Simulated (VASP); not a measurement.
Input of a VASP 6.6.1 run:

Contents of INCAR:

```
SYSTEM = La3O2
ALGO = Normal ; EDIFF = 1E-7
ENCUT = 520 ; GGA = PE
ISIF = 2 ; ISMEAR = 0
LASPH = .True. ; LCHARG = .False.
LREAL = .False. ; LWAVE = .False.
NBANDS = 30 ; NELM = 80
PREC = Accurate ; SIGMA = 0.1
```

Contents of KPOINTS:

```
k-points
0
Gamma
  4 4 4
  0 0 0
```

The input POSCAR:

```
La3O2
1.0
    4.8766794300      0.0000000000      0.0000000000
    0.0000000000      4.8766794300      0.0000000000
    0.0000000000      0.0000000000      4.8766794300
La O
3 2
Direct
    0.0000000000      0.5000000000      0.5000000000
    0.5000000000      0.0000000000      0.5000000000
    0.5000000000      0.5000000000      0.0000000000
    0.5000000000      0.5000000000      0.5000000000
    0.0000000000      0.0000000000      0.0000000000
```

Potentials or basis: VASP PAW PBE potentials, release 64 (La, O).

Command:

```bash
$ cat potpaw_PBE.64/La/POTCAR potpaw_PBE.64/O/POTCAR > POTCAR
$ mpirun -np 1 vasp_std > vasp.out
```

Q: What does it give for the pressure?

A: -0.9 GPa.

Caveat: an odd number of electrons without spin polarisation forces a metal; a magnetic or distorted state may lie lower.
